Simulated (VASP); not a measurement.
# Tl (Im-3m) in VASP: notebook

The runs below take Tl through single point, with revPBE, PBE, LDA.

Program: VASP 6.6.1. These are calculated values, not measurements. Logs are shortened: lines on timing, memory, paths and dates and some standing lists are left out, and cuts for length are marked.

## 1. The cell of the first run

The structure is cubic, space group Im-3m (No. 229). The conventional cell has a = 3.882 Å, b = 3.882 Å, c = 3.882 Å, α = 90.00°, β = 90.00°, γ = 90.00°. Tl (site symmetry m-3m) has 14 Tl at 3.36 to 3.88 Å within 4.4 Å.

This isn't the form of Tl at room conditions, which is hcp.

## 2. Single point, revPBE

INCAR

```
ALGO = Normal ; EDIFF = 1E-6
ENCUT = 500 ; GGA = RE
GGA_COMPAT = False ; ISIF = 2
ISMEAR = 0 ; LASPH = True
LCHARG = False ; LREAL = False
LWAVE = False ; NBANDS = 12
NELM = 120 ; PREC = Accurate
SIGMA = 0.1
```

KPOINTS

```
k-points
0
Gamma
  6 6 6
```

POSCAR

```
Tl
1.0
   -1.9410000000      1.9410000000      1.9410000000
    1.9410000000     -1.9410000000      1.9410000000
    1.9410000000      1.9410000000     -1.9410000000
Tl
1
Direct
    0.0000000000      0.0000000000      0.0000000000
```

Potentials or basis: VASP PAW PBE potentials, release 64 (Tl_d).

Launch:

```
> cat potpaw_PBE.64/Tl_d/POTCAR > POTCAR
> mpirun -np 1 vasp_std > vasp.out
```

OUTCAR:

```text
EDIFF = 1E-6
   ENCUT = 500
   GGA = RE
   ISIF = 2
   ISMEAR = 0
   LASPH = True
   LREAL = False
   NELM = 120
   PREC = Accurate

 ion  position               nearest neighbor table
   1  0.000  0.000  0.000-

  LATTYP: Found a body centered cubic cell.
 ALAT       =     3.8820000000

  Lattice vectors:

 A1 = (  -1.9410000000,   1.9410000000,   1.9410000000)
 A2 = (   1.9410000000,  -1.9410000000,   1.9410000000)
 A3 = (   1.9410000000,   1.9410000000,  -1.9410000000)

Analysis of symmetry for initial positions (statically):
=====================================================================
 Subroutine PRICEL returns:
 Original cell was already a primitive cell.

 Routine SETGRP: Setting up the symmetry group for a
 body centered cubic supercell.

 Subroutine GETGRP returns: Found 48 space group operations
 (whereof 48 operations were pure point group operations)
 out of a pool of 48 trial point group operations.

The static configuration has the point symmetry O_h .

Analysis of symmetry for dynamics (positions and initial velocities):
=====================================================================
 Subroutine PRICEL returns:
 Original cell was already a primitive cell.

 Routine SETGRP: Setting up the symmetry group for a
 body centered cubic supercell.

 Subroutine GETGRP returns: Found 48 space group operations
 (whereof 48 operations were pure point group operations)
 out of a pool of 48 trial point group operations.

The dynamic configuration has the point symmetry O_h .

 Subroutine INISYM returns: Found 48 space group operations
 (whereof 48 operations are pure point group operations),
 and found     1 'primitive' translations

----------------------------------------------------------------------------------------

                                     Primitive cell

  volume of cell :      29.2507

  direct lattice vectors                    reciprocal lattice vectors
    -1.941000000  1.941000000  1.941000000     0.000000000  0.257599176  0.257599176
     1.941000000 -1.941000000  1.941000000     0.257599176  0.000000000  0.257599176
     1.941000000  1.941000000 -1.941000000     0.257599176  0.257599176  0.000000000

  length of vectors
     3.361910617  3.361910617  3.361910617     0.364300248  0.364300248  0.364300248

  position of ions in fractional coordinates (direct lattice)
     0.000000000  0.000000000  0.000000000

  ion indices of the primitive-cell ions
   primitive index   ion index
                 1           1

----------------------------------------------------------------------------------------

 KPOINTS: k-points

Automatic generation of k-mesh.
 Grid dimensions read from file:
 generate k-points for:    6    6    6

 Generating k-lattice:

  Cartesian coordinates                     Fractional coordinates (reciprocal lattice)
     0.000000000  0.042933196  0.042933196     0.166666667  0.000000000  0.000000000
     0.042933196  0.000000000  0.042933196     0.000000000  0.166666667  0.000000000
     0.042933196  0.042933196  0.000000000     0.000000000  0.000000000  0.166666667

  Length of vectors
     0.060716708  0.060716708  0.060716708

  Shift w.r.t. Gamma in fractional coordinates (k-lattice)
     0.000000000  0.000000000  0.000000000

 Subroutine IBZKPT returns following result:
 ===========================================

 Found     16 irreducible k-points:

 Following reciprocal coordinates:
            Coordinates               Weight
  0.000000  0.000000  0.000000      1.000000
  0.166667  0.000000  0.000000     12.000000
  0.333333  0.000000  0.000000     12.000000
  0.500000  0.000000  0.000000      6.000000
  0.166667  0.166667  0.000000     24.000000
  0.333333  0.166667  0.000000     48.000000
[... 8 lines left out ...]
  0.500000  0.500000  0.333333     12.000000
  0.500000  0.500000  0.500000      1.000000
   k-points           NKPTS =     16   k-points in BZ     NKDIM =     16   number of bands    NBANDS=     12
   number of dos      NEDOS =    301   number of ions     NIONS =      1
   total plane-waves  NPLWV =  21952
   dimension x,y,z NGX =    28 NGY =   28 NGZ =   28
   dimension x,y,z NGXF=    56 NGYF=   56 NGZF=   56
   ions per type =               1
   NGX,Y,Z   is equivalent  to a cutoff of  13.85, 13.85, 13.85 a.u.
   NGXF,Y,Z  is equivalent  to a cutoff of  27.69, 27.69, 27.69 a.u.
 SYSTEM =  unknown system
   PREC   = accura    normal or accurate (medium, high low for compatibility)
   ISTART =      0    job   : 0-new  1-cont  2-samecut
   ICHARG =      2    charge: 1-file 2-atom 10-const
   ISPIN  =      1    spin polarized calculation?
   LNONCOLLINEAR =      F non collinear calculations
   LSORBIT =      F    spin-orbit coupling
   LASPH  =      T    aspherical Exc in radial PAW
   ENCUT  =  500.0 eV  36.75 Ry    6.06 a.u.   6.13  6.13  6.13*2*pi/ulx,y,z
   NELM   =    120;   NELMIN=  2; NELMDL= -5     # of ELM steps
   EDIFF  = 0.1E-05   stopping-criterion for ELM
   LREAL  =      F    real-space projection
   EDIFFG = 0.1E-04   stopping-criterion for IOM
   NSW    =      0    number of steps for IOM
   IBRION =     -1    ionic relax: 0-MD 1-quasi-New 2-CG
   NFREE  =      0    steps in history (QN), initial steepest desc. (CG)
   ISIF   =      2    stress and relaxation
   ISYM   =      2    0-nonsym 1-usesym 2-fastsym
   POTIM  = 0.5000    time-step for ionic-motion
   TEBEG  =    0.0;   TEEND  =   0.0 temperature during run
   PSTRESS=    0.0 pullay stress
   NELECT =      13.0000    total number of electrons
   NUPDOWN=      -1.0000    fix difference up-down
   EMIN   =  10.00;   EMAX   =-10.00  energy-range for DOS
   EFERMI =   0.00;   METHOD = LEGACY
   ISMEAR =     0;   SIGMA  =   0.10  broadening in eV -4-tet -1-fermi 0-gaus
   EFERMI_NEDOS =   21; number of points for ismear=-14 and -15
   IALGO  =     38    algorithm
   IMIX   =      4    mixing-type and parameters
     AMIX     =   0.40;   BMIX     =  1.00
     AMIX_MAG =   1.60;   BMIX_MAG =  1.00
  volume/ion in A,a.u.               =      29.25       197.39
  Fermi-wavevector in a.u.,A,eV,Ry     =   1.249330  2.360891 21.236311  1.560825
  Thomas-Fermi vector in A             =   2.383375
   LORBIT       =      0    0 simple, 1 ext, 2 COOP (PROOUT), +10 PAW based schemes
   GGA     = RE    functional components
   LHFCALC =     F    Hartree Fock is set to
   AEXX    =    0.0000 exact exchange contribution
   IVDW    =     0    specifies the selected vdW correction
   LEPSILON=     F    determine dielectric tensor
   LRPA    =     F    only Hartree local field effects (RPA)
 non-spin polarized calculation
 Gauss-broadening in eV      SIGMA  =   0.10
  energy-cutoff  :      500.00
  volume of cell :       29.25
 maximum number of plane-waves:       767
 NGX is ok and might be reduce to    28
   NGX = 13   NGY = 13   NGZ = 13

 number of electron      13.0000002 magnetization

 Free energy of the ion-electron system (eV)
  ---------------------------------------------------
  ext. energy  EPLUGINS =         0.00000000
  ---------------------------------------------------
  free energy    TOTEN  =        -1.85185993 eV

  energy without entropy =       -1.84513753  energy(sigma->0) =       -1.84849873

 E-fermi :   6.2771     XC(G=0):  -9.9930

 val. band max:        6.2633526400   @ k =  -0.3333   0.5000   0.1667
 cond. band min:       6.4210496298   @ k =   0.5000   0.5000   0.3333
 fundamental gap:      0.1576969898
 Fermi energy:         6.2770597877

 k-point     1 :       0.0000    0.0000    0.0000
  band No.  band energies     occupation
      1      -5.2445      2.00000
      2      -5.2445      2.00000
      3      -5.2445      2.00000
      4      -4.8388      2.00000
      5      -4.8388      2.00000
      6      -3.4379      2.00000
      7      17.0687      0.00000
      8      17.0687      0.00000
      9      17.0687      0.00000
     10      18.7232      0.00000
     11      18.7232      0.00000
     12      18.7232      0.00000

 k-point     2 :       0.1667    0.0000    0.0000
  band No.  band energies     occupation
      1      -5.2880      2.00000
      2      -5.2280      2.00000
      3      -5.0864      2.00000
      4      -4.8801      2.00000
      5      -4.8393      2.00000
      6      -2.8082      2.00000
      7      12.6931      0.00000
      8      15.3311      0.00000
      9      15.8576      0.00000
     10      17.4993      0.00000
     11      18.2921      0.00000
     12      19.0525      0.00000

 k-point     3 :       0.3333    0.0000    0.0000
  band No.  band energies     occupation
      1      -5.3739      2.00000
      2      -5.3074      2.00000
      3      -4.8887      2.00000
      4      -4.8386      2.00000
      5      -4.7501      2.00000
      6      -0.8864      2.00000
      7       7.3082      0.00000
      8      13.0952      0.00000
      9      14.1780      0.00000
     10      16.6245      0.00000
     11      17.7689      0.00000
     12      20.9421      0.00000
[... 166 lines left out ...]
 k-point    15 :       0.5000    0.5000    0.3333
  band No.  band energies     occupation
      1      -5.3486      2.00000
      2      -5.3039      2.00000
      3      -4.8486      2.00000
      4      -4.7598      2.00000
      5      -4.6195      2.00000
      6       3.2369      2.00000
      7       6.4210      0.04172
      8       8.7021      0.00000
      9       9.8426      0.00000
     10      14.1985      0.00000
     11      15.0618      0.00000
     12      23.2305      0.00000

 k-point    16 :       0.5000    0.5000    0.5000
  band No.  band energies     occupation
      1      -5.4371      2.00000
      2      -5.4371      2.00000
      3      -4.6359      2.00000
      4      -4.6359      2.00000
      5      -4.6359      2.00000
      6       4.7465      2.00000
      7       7.9026      0.00000
      8       7.9026      0.00000
      9       7.9026      0.00000
     10      12.8734      0.00000
     11      12.8734      0.00000
     12      24.5733      0.00000

------------------------ aborting loop because EDIFF is reached ----------------------------------------

  FORCE on cell =-STRESS in cart. coord.  units (eV):
  Direction    XX          YY          ZZ          XY          YZ          ZX
  --------------------------------------------------------------------------------------
  -------------------------------------------------------------------------------------
  Total        0.6687915      0.6687915      0.6687915      0.0000000      0.0000000      0.0000000
  in kB       36.6323478     36.6323478     36.6323478      0.0000000      0.0000000      0.0000000
  external PRESSURE =      36.6323478 kB  Pullay stress =       0.0000000 kB

 VOLUME and BASIS-vectors are now :
 -----------------------------------------------------------------------------
  energy-cutoff  :      500.00
  volume of cell :       29.25
      direct lattice vectors                 reciprocal lattice vectors
    -1.941000000  1.941000000  1.941000000     0.000000000  0.257599176  0.257599176
     1.941000000 -1.941000000  1.941000000     0.257599176  0.000000000  0.257599176
     1.941000000  1.941000000 -1.941000000     0.257599176  0.257599176  0.000000000

 POSITION                                       TOTAL-FORCE (eV/Angst)
 -----------------------------------------------------------------------------------
      0.00000      0.00000      0.00000        -0.000000      0.000000      0.000000
 -----------------------------------------------------------------------------------
    total drift:                               -0.000000     -0.000000     -0.000000

  FREE ENERGIE OF THE ION-ELECTRON SYSTEM (eV)
  ---------------------------------------------------
  free  energy   TOTEN  =        -1.8518599252 eV

  energy  without entropy=       -1.8451375311  energy(sigma->0) =       -1.84849873
```

It took 4.1 s on 1 thread of Intel Xeon Platinum 8488C (Sapphire Rapids), shared host; peak memory 0.15 GiB.

What came out:

| Quantity | Value |
| --- | --- |
| Free energy | -1.8519 eV |
| Pressure | 3.7 GPa |
| Band gap on the k mesh | zero (an odd number of electrons rules out a gap without spin polarisation) |

Caveat: the k points lie up to 0.38 Å⁻¹ apart, too coarse for converged energies and pressures of a metal; the PAW data sets were made with another functional, which shifts forces and pressure a little; spin-orbit coupling is left out, which moves the levels of the heavy elements.

## 3. Single point, PBE

INCAR

```
  ALGO = Normal
  EDIFF = 1E-6
  ENCUT = 500
  GGA = PE
  GGA_COMPAT = F
  ISIF = 2
  ISMEAR = 1
  LASPH = T
  LCHARG = F
  LREAL = F
  LWAVE = F
  NBANDS = 12
  NELM = 120
  PREC = Accurate
  SIGMA = 0.04
```

KPOINTS is that of step 2.

POSCAR is that of step 2.

Potentials or basis: VASP PAW PBE potentials, release 64 (Tl_d).

Launch:

```
> cat potpaw_PBE.64/Tl_d/POTCAR > POTCAR
> mpirun -np 1 vasp_std > vasp.out
```

Wall time 4 s (1 thread of Intel Xeon Platinum 8488C (Sapphire Rapids), shared host); peak memory 0.15 GiB.

The run converged. Its results:

```yaml
Free_energy: -2.1933 eV
Pressure: 2.3 GPa
Band_gap_on_the_k_mesh: zero (an odd number of electrons rules out a gap without spin polarisation)
```

Levels at points of the mesh, in eV from the Fermi level:
| k point | band 3 | band 4 | band 5 | band 6 | band 7 | band 8 | band 9 | band 10 |
| --- | --- | --- | --- | --- | --- | --- | --- | --- |
| (0.00, 0.00, 0.00) | -11.46 | -11.05 | -11.05 | -9.71 | 10.79 | 10.79 | 10.79 | 12.47 |
| (0.50, 0.00, 0.00) | -11.08 | -11.05 | -10.78 | -4.84 | -2.46 | 5.93 | 7.28 | 10.13 |
| (0.50, 0.50, 0.50) | -10.85 | -10.85 | -10.85 | -1.52 | 1.63 | 1.63 | 1.63 | 6.63 |

Caveat: the k points lie up to 0.38 Å⁻¹ apart, too coarse for converged energies and pressures of a metal; spin-orbit coupling is left out, which moves the levels of the heavy elements.

## 4. Single point, LDA

INCAR

```
  PREC = Accurate
  ENCUT = 500
  EDIFF = 1E-6
  ISMEAR = 0
  SIGMA = 0.1
  LREAL = False
  LASPH = True
  NELM = 120
  ALGO = Normal
  ISIF = 2
  LWAVE = False
  LCHARG = False
  GGA = CA
  NBANDS = 12
  GGA_COMPAT = False
```

KPOINTS

```
Automatic mesh
0
Gamma
  6 6 6
```

POSCAR: that of step 3 with these lines changed.

```diff
@@ -8,2 +8,2 @@
 Direct
-    0.0000000000      0.0000000000      0.0000000000
+    0.6570000000      0.8290000000      0.2230000000
```

Potentials or basis: VASP PAW LDA potentials, release 64 (Tl_d).

Launch:

```
> cat potpaw_LDA.64/Tl_d/POTCAR > POTCAR
> mpirun -np 1 vasp_std > vasp.out
```

OUTCAR:

```text
PREC = Accurate
   ENCUT = 500
   EDIFF = 1E-6
   ISMEAR = 0
   LREAL = False
   LASPH = True
   NELM = 120
   ISIF = 2
   GGA = CA

 ion  position               nearest neighbor table
   1  0.657  0.829  0.223-

  LATTYP: Found a body centered cubic cell.
 ALAT       =     3.8820000000

  Lattice vectors:

 A1 = (  -1.9410000000,   1.9410000000,   1.9410000000)
 A2 = (   1.9410000000,  -1.9410000000,   1.9410000000)
 A3 = (   1.9410000000,   1.9410000000,  -1.9410000000)

Analysis of symmetry for initial positions (statically):
=====================================================================
 Subroutine PRICEL returns:
 Original cell was already a primitive cell.

 Routine SETGRP: Setting up the symmetry group for a
 body centered cubic supercell.

 Subroutine GETGRP returns: Found 48 space group operations
 (whereof  1 operations were pure point group operations)
 out of a pool of 48 trial point group operations.

The static configuration has the point symmetry C_1 .
 The point group associated with its full space group is O_h .

Analysis of symmetry for dynamics (positions and initial velocities):
=====================================================================
 Subroutine PRICEL returns:
 Original cell was already a primitive cell.

 Routine SETGRP: Setting up the symmetry group for a
 body centered cubic supercell.

 Subroutine GETGRP returns: Found 48 space group operations
 (whereof  1 operations were pure point group operations)
 out of a pool of 48 trial point group operations.

The dynamic configuration has the point symmetry C_1 .
 The point group associated with its full space group is O_h .

 Subroutine INISYM returns: Found 48 space group operations
 (whereof  1 operations are pure point group operations),
 and found     1 'primitive' translations

----------------------------------------------------------------------------------------
[... 107 lines left out ...]
   GGA     = CA    functional components
   LHFCALC =     F    Hartree Fock is set to
   AEXX    =    0.0000 exact exchange contribution
   IVDW    =     0    specifies the selected vdW correction
   LEPSILON=     F    determine dielectric tensor
   LRPA    =     F    only Hartree local field effects (RPA)
 non-spin polarized calculation
 Gauss-broadening in eV      SIGMA  =   0.10
  energy-cutoff  :      500.00
  volume of cell :       29.25
 maximum number of plane-waves:       767
 NGX is ok and might be reduce to    28
   NGX = 13   NGY = 13   NGZ = 13

 number of electron      13.0000000 magnetization

 Free energy of the ion-electron system (eV)
  ---------------------------------------------------
  ext. energy  EPLUGINS =         0.00000000
  ---------------------------------------------------
  free energy    TOTEN  =        -2.90598962 eV

  energy without entropy =       -2.89911982  energy(sigma->0) =       -2.90255472

 E-fermi :   5.8536     XC(G=0): -10.3962

 val. band max:        5.8399127501   @ k =  -0.3333   0.5000   0.1667
 cond. band min:       5.9916572752   @ k =   0.5000   0.5000   0.3333
 fundamental gap:      0.1517445251
 Fermi energy:         5.8535625643

 k-point     1 :       0.0000    0.0000    0.0000
  band No.  band energies     occupation
      1      -5.5409      2.00000
      2      -5.5409      2.00000
      3      -5.5409      2.00000
      4      -5.1243      2.00000
      5      -5.1243      2.00000
      6      -3.8618      2.00000
      7      16.5710      0.00000
      8      16.5710      0.00000
      9      16.5710      0.00000
     10      18.3531      0.00000
     11      18.3531      0.00000
     12      18.3531      0.00000
[... 211 lines left out ...]
 k-point    16 :       0.5000    0.5000    0.5000
  band No.  band energies     occupation
      1      -5.7346      2.00000
      2      -5.7346      2.00000
      3      -4.9193      2.00000
      4      -4.9193      2.00000
      5      -4.9193      2.00000
      6       4.3231      2.00000
      7       7.4466      0.00000
      8       7.4466      0.00000
      9       7.4466      0.00000
     10      12.5520      0.00000
     11      12.5520      0.00000
     12      24.1036      0.00000

------------------------ aborting loop because EDIFF is reached ----------------------------------------

  FORCE on cell =-STRESS in cart. coord.  units (eV):
  Direction    XX          YY          ZZ          XY          YZ          ZX
  --------------------------------------------------------------------------------------
  -------------------------------------------------------------------------------------
  Total       -0.4265674     -0.4265674     -0.4265674     -0.0000000      0.0000000     -0.0000000
  in kB      -23.3647771    -23.3647771    -23.3647771     -0.0000000      0.0000000     -0.0000000
  external PRESSURE =     -23.3647771 kB  Pullay stress =       0.0000000 kB

 VOLUME and BASIS-vectors are now :
 -----------------------------------------------------------------------------
  energy-cutoff  :      500.00
  volume of cell :       29.25
      direct lattice vectors                 reciprocal lattice vectors
    -1.941000000  1.941000000  1.941000000     0.000000000  0.257599176  0.257599176
     1.941000000 -1.941000000  1.941000000     0.257599176  0.000000000  0.257599176
     1.941000000  1.941000000 -1.941000000     0.257599176  0.257599176  0.000000000

 POSITION                                       TOTAL-FORCE (eV/Angst)
 -----------------------------------------------------------------------------------
      0.76670      0.09899      2.45148        -0.000000      0.000000     -0.000000
 -----------------------------------------------------------------------------------
    total drift:                                0.000007     -0.000002     -0.000001

  FREE ENERGIE OF THE ION-ELECTRON SYSTEM (eV)
  ---------------------------------------------------
  free  energy   TOTEN  =        -2.9059896155 eV

  energy  without entropy=       -2.8991198233  energy(sigma->0) =       -2.90255472
```

Run time: 3.1 s. Hardware: 1 thread of Intel Xeon Platinum 8488C (Sapphire Rapids), shared host; peak memory 0.14 GiB.

Results:

- Free energy: -2.9060 eV
- Pressure: -2.3 GPa
- Band gap on the k mesh: zero (an odd number of electrons rules out a gap without spin polarisation)

Caveat: the k points lie up to 0.38 Å⁻¹ apart, too coarse for converged energies and pressures of a metal; spin-orbit coupling is left out, which moves the levels of the heavy elements.

(Part 1 of 2 ends here.)
